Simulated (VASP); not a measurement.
# BN (P6_3/mmc) in VASP: notebook

The runs below take BN through relaxation of the atoms, with PBE.

Everything below comes from runs of VASP 6.6.1. Logs are shortened: lines on timing, memory, paths and dates and some standing lists are left out, and cuts for length are marked.

## Step 1: The cell of the first run

The structure is hexagonal, space group P6_3/mmc (No. 194). The conventional cell has a = 2.540 Å, b = 2.540 Å, c = 6.664 Å, α = 90.00°, β = 90.00°, γ = 120.00°. B (site symmetry -6m2) has 3 N at 1.47 Å within 2.0 Å. Within 2.0 Å of N (site symmetry -6m2) lie 3 B at 1.47 Å.

## Step 2: Relaxation of the atoms, PBE (z stretched by +1 %)

Input file INCAR:

```
SYSTEM = BN
PREC = Accurate ; ENCUT = 520
EDIFF = 1E-6 ; ISMEAR = -1
SIGMA = 0.02 ; LREAL = .FALSE.
LASPH = .TRUE. ; NELM = 60
ALGO = Normal ; ISIF = 2
LWAVE = .FALSE. ; LCHARG = .FALSE.
GGA = PE ; IBRION = 2
NSW = 80 ; EDIFFG = -0.02
```

Input file KPOINTS:

```
regular mesh
0
G
  13 13 5
  0 0 0
```

Input file POSCAR:

```
BN
1.0
    2.5400000000      0.0000000000      0.0000000000
   -1.2700000000      2.1997045256      0.0000000000
    0.0000000000      0.0000000000      6.6639800000
B N
2 2
Direct
    0.3333333333      0.6666666667      0.2500000000
    0.6666666667      0.3333333333      0.7500000000
    0.3333333333      0.6666666667      0.7500000000
    0.6666666667      0.3333333333      0.2500000000
```

Potentials or basis: VASP PAW PBE potentials, release 64 (B, N).

Run with:

```
> cat potpaw_PBE.64/B/POTCAR potpaw_PBE.64/N/POTCAR > POTCAR
> mpirun -np 1 vasp_std > vasp.out
```

OUTCAR:

```text
SYSTEM = BN
   PREC = Accurate
   ENCUT = 520
   EDIFF = 1E-6
   ISMEAR = -1
   LREAL = .FALSE.
   LASPH = .TRUE.
   NELM = 60
   ISIF = 2
   GGA = PE
   IBRION = 2
   NSW = 80
   EDIFFG = -0.02

 ion  position               nearest neighbor table
   1  0.333  0.667  0.250-   4 1.47   4 1.47   4 1.47
   2  0.667  0.333  0.750-   3 1.47   3 1.47   3 1.47
   3  0.333  0.667  0.750-   2 1.47   2 1.47   2 1.47
   4  0.667  0.333  0.250-   1 1.47   1 1.47   1 1.47

  LATTYP: Found a hexagonal cell.
 ALAT       =     2.5400000000
 C/A-ratio  =     2.6236141732

  Lattice vectors:

 A1 = (   2.5400000000,   0.0000000000,   0.0000000000)
 A2 = (  -1.2700000000,   2.1997045256,   0.0000000000)
 A3 = (   0.0000000000,   0.0000000000,   6.6639800000)

Analysis of symmetry for initial positions (statically):
=====================================================================
 Subroutine PRICEL returns:
 Original cell was already a primitive cell.

 Routine SETGRP: Setting up the symmetry group for a
 hexagonal supercell.

 Subroutine GETGRP returns: Found 24 space group operations
 (whereof 12 operations were pure point group operations)
 out of a pool of 24 trial point group operations.

The static configuration has the point symmetry D_3d.
 The point group associated with its full space group is D_6h.

Analysis of symmetry for dynamics (positions and initial velocities):
=====================================================================
 Subroutine PRICEL returns:
 Original cell was already a primitive cell.

 Routine SETGRP: Setting up the symmetry group for a
 hexagonal supercell.

 Subroutine GETGRP returns: Found 24 space group operations
 (whereof 12 operations were pure point group operations)
 out of a pool of 24 trial point group operations.

The dynamic configuration has the point symmetry D_3d.
 The point group associated with its full space group is D_6h.

 Subroutine INISYM returns: Found 24 space group operations
 (whereof 12 operations are pure point group operations),
 and found     1 'primitive' translations

----------------------------------------------------------------------------------------

                                     Primitive cell

  volume of cell :      37.2333

  direct lattice vectors                    reciprocal lattice vectors
     2.540000000  0.000000000  0.000000000     0.393700787  0.227303256  0.000000000
    -1.270000000  2.199704526  0.000000000     0.000000000  0.454606511  0.000000000
     0.000000000  0.000000000  6.663980000     0.000000000  0.000000000  0.150060474

  length of vectors
     2.540000000  2.540000000  6.663980000     0.454606511  0.454606511  0.150060474

  position of ions in fractional coordinates (direct lattice)
     0.333333333  0.666666667  0.250000000
     0.666666667  0.333333333  0.750000000
     0.333333333  0.666666667  0.750000000
     0.666666667  0.333333333  0.250000000

  ion indices of the primitive-cell ions
   primitive index   ion index
                 1           1
                 2           2
                 3           3
                 4           4

----------------------------------------------------------------------------------------

 KPOINTS: regular mesh

Automatic generation of k-mesh.
 Grid dimensions read from file:
 generate k-points for:   13   13    5

 Generating k-lattice:

  Cartesian coordinates                     Fractional coordinates (reciprocal lattice)
     0.030284676  0.017484866  0.000000000     0.076923077  0.000000000  0.000000000
     0.000000000  0.034969732  0.000000000     0.000000000  0.076923077  0.000000000
     0.000000000  0.000000000  0.030012095     0.000000000  0.000000000  0.200000000

  Length of vectors
     0.034969732  0.034969732  0.030012095

  Shift w.r.t. Gamma in fractional coordinates (k-lattice)
     0.000000000  0.000000000  0.000000000

 Subroutine IBZKPT returns following result:
 ===========================================

 Found     63 irreducible k-points:

 Following reciprocal coordinates:
            Coordinates               Weight
  0.000000  0.000000  0.000000      1.000000
  0.076923  0.000000  0.000000      6.000000
  0.153846 -0.000000  0.000000      6.000000
  0.230769  0.000000  0.000000      6.000000
  0.307692 -0.000000  0.000000      6.000000
  0.384615 -0.000000  0.000000      6.000000
[... 16 lines left out ...]
  0.076923  0.000000  0.200000     12.000000
  0.153846 -0.000000  0.200000     12.000000
 [... further k-points ...]
   k-points           NKPTS =     63   k-points in BZ     NKDIM =     63   number of bands    NBANDS=     12
   number of dos      NEDOS =    301   number of ions     NIONS =      4
   total plane-waves  NPLWV =  20000
   dimension x,y,z NGX =    20 NGY =   20 NGZ =   50
   dimension x,y,z NGXF=    40 NGYF=   40 NGZF=  100
   ions per type =               2   2
   NGX,Y,Z   is equivalent  to a cutoff of  13.09, 13.09, 12.47 a.u.
   NGXF,Y,Z  is equivalent  to a cutoff of  26.18, 26.18, 24.95 a.u.
 SYSTEM =  BN
   PREC   = accura    normal or accurate (medium, high low for compatibility)
   ISTART =      0    job   : 0-new  1-cont  2-samecut
   ICHARG =      2    charge: 1-file 2-atom 10-const
   ISPIN  =      1    spin polarized calculation?
   LNONCOLLINEAR =      F non collinear calculations
   LSORBIT =      F    spin-orbit coupling
   LASPH  =      T    aspherical Exc in radial PAW
   ENCUT  =  520.0 eV  38.22 Ry    6.18 a.u.   4.72  4.72 12.39*2*pi/ulx,y,z
   NELM   =     60;   NELMIN=  2; NELMDL= -5     # of ELM steps
   EDIFF  = 0.1E-05   stopping-criterion for ELM
   LREAL  =      F    real-space projection
   EDIFFG = -.2E-01   stopping-criterion for IOM
   NSW    =     80    number of steps for IOM
   IBRION =      2    ionic relax: 0-MD 1-quasi-New 2-CG
   NFREE  =      1    steps in history (QN), initial steepest desc. (CG)
   ISIF   =      2    stress and relaxation
   ISYM   =      2    0-nonsym 1-usesym 2-fastsym
   POTIM  = 0.5000    time-step for ionic-motion
   TEBEG  =    0.0;   TEEND  =   0.0 temperature during run
   PSTRESS=    0.0 pullay stress
   NELECT =      16.0000    total number of electrons
   NUPDOWN=      -1.0000    fix difference up-down
   EMIN   =  10.00;   EMAX   =-10.00  energy-range for DOS
   EFERMI =   0.00;   METHOD = LEGACY
[... 13 lines left out ...]
   IVDW    =     0    specifies the selected vdW correction
   LEPSILON=     F    determine dielectric tensor
   LRPA    =     F    only Hartree local field effects (RPA)
 conjugate gradient relaxation of ions
 non-spin polarized calculation
  energy-cutoff  :      520.00
  volume of cell :       37.23
 maximum number of plane-waves:      1021
 NGX is ok and might be reduce to    20
   NGX =  9   NGY =  9   NGZ = 25

 number of electron      16.0000000 magnetization

 Free energy of the ion-electron system (eV)
  ---------------------------------------------------
  ext. energy  EPLUGINS =         0.00000000
  ---------------------------------------------------
  free energy    TOTEN  =       -35.13135777 eV

  energy without entropy =      -35.13135777  energy(sigma->0) =      -35.13135777

 E-fermi :   2.5460     XC(G=0):  -9.9592

 val. band max:        2.1094898600   @ k =   0.3077   0.3077   0.0000
 cond. band min:       6.3285017366   @ k =   0.4615   0.0769   0.0000
 fundamental gap:      4.2190118766
 Fermi energy:         2.5459601617

 k-point     1 :       0.0000    0.0000    0.0000
  band No.  band energies     occupation
      1     -15.4798      2.00000
      2     -15.1894      2.00000
      3      -3.9271      2.00000
      4      -1.8093      2.00000
      5       0.6859      2.00000
      6       0.6859      2.00000
      7       0.7246      2.00000
      8       0.7246      2.00000
      9       7.2929      0.00000
     10      12.1801      0.00000
     11      13.2596      0.00000
     12      13.2690      0.00000

 k-point     2 :       0.0769    0.0000    0.0000
  band No.  band energies     occupation
      1     -15.3675      2.00000
      2     -15.0808      2.00000
      3      -3.7734      2.00000
      4      -1.6721      2.00000
      5       0.2151      2.00000
      6       0.2492      2.00000
      7       0.4716      2.00000
      8       0.5140      2.00000
      9       7.5070      0.00000
     10      12.0887      0.00000
     11      13.0843      0.00000
     12      13.2883      0.00000

 k-point     3 :       0.1538   -0.0000    0.0000
  band No.  band energies     occupation
      1     -15.0358      2.00000
      2     -14.7609      2.00000
      3      -3.3171      2.00000
      4      -1.2677      2.00000
      5      -1.0011      2.00000
      6      -0.9624      2.00000
      7      -0.0649      2.00000
      8      -0.0150      2.00000
      9       8.0666      0.00000
     10      11.7360      0.00000
     11      12.7028      0.00000
     12      13.0495      0.00000

 k-point     4 :       0.2308    0.0000    0.0000
  band No.  band energies     occupation
      1     -14.5033      2.00000
      2     -14.2489      2.00000
      3      -2.5874      2.00000
      4      -2.5753      2.00000
      5      -2.5306      2.00000
      6      -0.7157      2.00000
      7      -0.6587      2.00000
      8      -0.6222      2.00000
      9       8.8580      0.00000
     10      10.9232      0.00000
     11      11.4728      0.00000
     12      12.3018      0.00000

 k-point     5 :       0.3077   -0.0000    0.0000
  band No.  band energies     occupation
      1     -13.8137      2.00000
      2     -13.5914      2.00000
      3      -4.2273      2.00000
      4      -4.1500      2.00000
      5      -1.5890      2.00000
      6      -1.3124      2.00000
      7      -1.2502      2.00000
      8       0.2027      2.00000
      9       9.3666      0.00000
     10       9.7883      0.00000
     11      10.0093      0.00000
     12      11.9567      0.00000
[... 228 lines left out ...]
      1     -11.9055      2.00000
      2     -11.8661      2.00000
      3      -5.7474      2.00000
      4      -5.6307      2.00000
      5      -4.7991      2.00000
      6      -4.7705      2.00000
      7       1.6692      2.00000
      8       2.1095      2.00000
      9       6.7493      0.00000
     10       7.0267      0.00000
     11      12.9071      0.00000
     12      14.3786      0.00000

 k-point    22 :       0.0000    0.0000    0.2000
  band No.  band energies     occupation
      1     -15.4537      2.00000
      2     -15.2188      2.00000
      3      -3.7606      2.00000
      4      -2.0646      2.00000
      5       0.6895      2.00000
      6       0.6895      2.00000
      7       0.7208      2.00000
      8       0.7208      2.00000
      9       7.7401      0.00000
     10      11.5787      0.00000
     11      13.2707      0.00000
     12      13.3059      0.00000

 k-point    23 :       0.0769    0.0000    0.2000
  band No.  band energies     occupation
      1     -15.3417      2.00000
      2     -15.1098      2.00000
      3      -3.6082      2.00000
      4      -1.9259      2.00000
      5       0.2193      2.00000
      6       0.2482      2.00000
      7       0.4756      2.00000
      8       0.5099      2.00000
      9       7.9442      0.00000
     10      11.5905      0.00000
     11      13.1372      0.00000
     12      13.2873      0.00000

 k-point    24 :       0.1538   -0.0000    0.2000
  band No.  band energies     occupation
      1     -15.0109      2.00000
      2     -14.7886      2.00000
      3      -3.1569      2.00000
      4      -1.5266      2.00000
      5      -0.9933      2.00000
      6      -0.9501      2.00000
      7      -0.0601      2.00000
      8      -0.0197      2.00000
      9       8.4698      0.00000
     10      11.4420      0.00000
     11      12.7562      0.00000
     12      13.0224      0.00000

 [... further k-points ...]

------------------------ aborting loop because EDIFF is reached ----------------------------------------

  FORCE on cell =-STRESS in cart. coord.  units (eV):
  Direction    XX          YY          ZZ          XY          YZ          ZX
  --------------------------------------------------------------------------------------
  -------------------------------------------------------------------------------------
  Total       -2.5314668     -2.5314668      0.6043054      0.0000000     -0.0000000      0.0000000
  in kB     -108.9308946   -108.9308946     26.0037085      0.0000000     -0.0000000      0.0000000
  external PRESSURE =     -63.9526936 kB  Pullay stress =       0.0000000 kB

 VOLUME and BASIS-vectors are now :
 -----------------------------------------------------------------------------
  energy-cutoff  :      520.00
  volume of cell :       37.23
      direct lattice vectors                 reciprocal lattice vectors
     2.540000000  0.000000000  0.000000000     0.393700787  0.227303256  0.000000000
    -1.270000000  2.199704526  0.000000000     0.000000000  0.454606511  0.000000000
     0.000000000  0.000000000  6.663980000     0.000000000  0.000000000  0.150060474

 POSITION                                       TOTAL-FORCE (eV/Angst)
 -----------------------------------------------------------------------------------
     -0.00000      1.46647      1.66599        -0.000000     -0.000000      0.000000
      1.27000      0.73323      4.99798        -0.000000      0.000000      0.000000
     -0.00000      1.46647      4.99798        -0.000000      0.000000      0.000000
      1.27000      0.73323      1.66599         0.000000     -0.000000      0.000000
 -----------------------------------------------------------------------------------
    total drift:                               -0.000000      0.000000      0.000000

  FREE ENERGIE OF THE ION-ELECTRON SYSTEM (eV)
  ---------------------------------------------------
  free  energy   TOTEN  =       -35.1313577739 eV

  energy  without entropy=      -35.1313577739  energy(sigma->0) =      -35.13135777

 reached required accuracy - stopping structural energy minimisation
```

Wall time 26 s (1 thread of Intel Xeon 8259CL, shared host); peak memory 0.16 GiB.

What came out:

```
Free energy             : -35.1314 eV
Pressure after relaxing : -6.4 GPa
Band gap on the k mesh  : 4.22 eV (least direct gap 4.56 eV)
```

Stress tensor (GPa, compression positive):
```
-10.89   0.00   0.00
  0.00 -10.89   0.00
  0.00   0.00   2.60
```

Final structure:
```xyz
4
Lattice="2.5400 0.0000 0.0000 -1.2700 2.1997 0.0000 0.0000 0.0000 6.6640" Properties=species:S:1:pos:R:3 pbc="T T T"
B     0.0000    1.4665    1.6660
B     1.2700    0.7332    4.9980
N     0.0000    1.4665    4.9980
N     1.2700    0.7332    1.6660
```

Caveat: the cell differs from its parent crystal (z stretched by +1 %); the relaxation stopped at its first step, so nothing moved; an odd mesh through Γ misses points on the zone boundary, where band edges can lie; this functional lacks dispersion, which binds the layers, so the pressure and a relaxed spacing across them are unreliable.

## Step 3: Relaxation of the atoms, PBE (9.40 Å³/atom)

This run uses another cell than the first one, of 9.40 Å³/atom.

Input file INCAR:

```
SYSTEM = BN
  PREC = Accurate
  ENCUT = 520
  EDIFF = 1E-7
  ISMEAR = -1
  SIGMA = 0.02
  LREAL = .False.
  LASPH = .True.
  NELM = 100
  ALGO = Normal
  ISIF = 2
  LWAVE = .False.
  LCHARG = .False.
  GGA = PE
  IBRION = 2
  NSW = 80
  EDIFFG = -0.02
```

Input file KPOINTS:

```
Automatic mesh
0
Gamma
  13 13 5
  0 0 0
```

Input file POSCAR:

```
BN
1.0
    2.5568216823      0.0000000000      0.0000000000
   -1.2784108411      2.2142725298      0.0000000000
    0.0000000000      0.0000000000      6.6416966377
B N
2 2
Direct
    0.3333333333      0.6666666667      0.2500000000
    0.6666666667      0.3333333333      0.7500000000
    0.3333333333      0.6666666667      0.7500000000
    0.6666666667      0.3333333333      0.2500000000
```

Potentials or basis: VASP PAW PBE potentials, release 64 (B, N).

Run with:

```
> cat potpaw_PBE.64/B/POTCAR potpaw_PBE.64/N/POTCAR > POTCAR
> mpirun -np 1 vasp_std > vasp.out
```

It took 31 s on 1 thread of Intel Xeon 8259CL, shared host; peak memory 0.16 GiB.

The run converged. Its results:

```yaml
Free_energy: -35.0864 eV
Pressure_after_relaxing: -10.5 GPa
Band_gap_on_the_k_mesh: 4.18 eV (least direct gap 4.51 eV)
```

Stress tensor (GPa, compression positive):
```
-17.11   0.00   0.00
  0.00 -17.11   0.00
  0.00   0.00   2.64
```

Final structure:
```yaml
crystal:
  lattice:
    - [2.55682, 0.00000, 0.00000]
    - [-1.27841, 2.21427, 0.00000]
    - [0.00000, 0.00000, 6.64170]
  atoms:
    - { symbol: B, position: [0.33333, 0.66667, 0.25000] }
    - { symbol: B, position: [0.66667, 0.33333, 0.75000] }
    - { symbol: N, position: [0.33333, 0.66667, 0.75000] }
    - { symbol: N, position: [0.66667, 0.33333, 0.25000] }
```

Levels at points of the mesh, in eV from the valence-band top:
```csv
k point,band 4,band 5,band 6,band 7,band 8,band 9,band 10,band 11,band 12
"(0.00, 0.00, 0.00)",-3.79,-1.45,-1.45,-1.40,-1.40,5.19,10.02,10.98,10.98
```

Caveat: the relaxation stopped at its first step, so nothing moved; an odd mesh through Γ misses points on the zone boundary, where band edges can lie; this functional lacks dispersion, which binds the layers, so the pressure and a relaxed spacing across them are unreliable.

## Step 4: Relaxation of the atoms, PBE (z stretched by +2 %)

Input file INCAR:

```
PREC = Accurate
ENCUT = 520
EDIFF = 1E-6
ISMEAR = -1
SIGMA = 0.02
LREAL = False
LASPH = True
NELM = 100
ALGO = Normal
ISIF = 2
LWAVE = False
LCHARG = False
GGA = PE
IBRION = 2
NSW = 80
EDIFFG = -0.02
```

Input file KPOINTS:

```
Automatic mesh
0
Gamma
  13 13 5
```

Input file POSCAR:

```
BN
1.0
    2.5400000000      0.0000000000      0.0000000000
   -1.2700000000      2.1997045256      0.0000000000
    0.0000000000      0.0000000000      6.7299600000
B N
2 2
Direct
    0.3333333333      0.6666666667      0.2500000000
    0.6666666667      0.3333333333      0.7500000000
    0.3333333333      0.6666666667      0.7500000000
    0.6666666667      0.3333333333      0.2500000000
```

Run with:

```
> cat potpaw_PBE.64/B/POTCAR potpaw_PBE.64/N/POTCAR > POTCAR
> mpirun -np 1 vasp_std > vasp.out
```

Run time: 41 s. Hardware: 1 thread of Intel Xeon 8259CL, shared host; peak memory 0.16 GiB.

Results (log left out):

| Item | Value |
| --- | --- |
| Free energy | -35.1373 eV |
| Pressure after relaxing | -6.4 GPa |
| Band gap on the k mesh | 4.23 eV (least direct gap 4.57 eV) |

Stress tensor (GPa, compression positive):
```
-10.80   0.00   0.00
  0.00 -10.80   0.00
  0.00   0.00   2.31
```

Final structure:
```xyz
4
Lattice="2.5400 0.0000 0.0000 -1.2700 2.1997 0.0000 0.0000 0.0000 6.7300" Properties=species:S:1:pos:R:3 pbc="T T T"
B     0.0000    1.4665    1.6825
B     1.2700    0.7332    5.0475
N     0.0000    1.4665    5.0475
N     1.2700    0.7332    1.6825
```

Levels at points of the mesh, in eV from the valence-band top:
```csv
k point,band 6,band 7,band 8,band 9,band 10,band 11
"(0.00, 0.00, 0.00)",-1.42,-1.39,-1.39,5.13,9.97,11.16
```

Caveat: the cell differs from its parent crystal (z stretched by +2 %); the relaxation stopped at its first step, so nothing moved; an odd mesh through Γ misses points on the zone boundary, where band edges can lie; this functional lacks dispersion, which binds the layers, so the pressure and a relaxed spacing across them are unreliable.

## Step 5: Summary

```csv
cell,gap on the mesh (eV),pressure (GPa)
"atoms relaxed from a = 2.540, b = 2.540, c = 6.664 Å, angles 90.0, 90.0, 120.0°, 4 atoms",4.22,-6.4
"atoms relaxed from a = 2.557, b = 2.557, c = 6.642 Å, angles 90.0, 90.0, 120.0°, 4 atoms",4.18,-10.5
"atoms relaxed from a = 2.540, b = 2.540, c = 6.730 Å, angles 90.0, 90.0, 120.0°, 4 atoms",4.23,-6.4
```

Alike in all rows: task relaxation of the atoms; level PBE; potentials or basis VASP PAW PBE potentials, release 64 (B, N); no spin polarisation; k mesh 13 × 13 × 5; cutoff (eV) 520; smearing fermi-dirac 0.02 eV.

Caveats: the relaxation stopped at its first step, so nothing moved; an odd mesh through Γ misses points on the zone boundary, where band edges can lie; this functional lacks dispersion, which binds the layers, so the pressure and a relaxed spacing across them are unreliable.

Absolute energies hang on the potentials; compare differences alone.
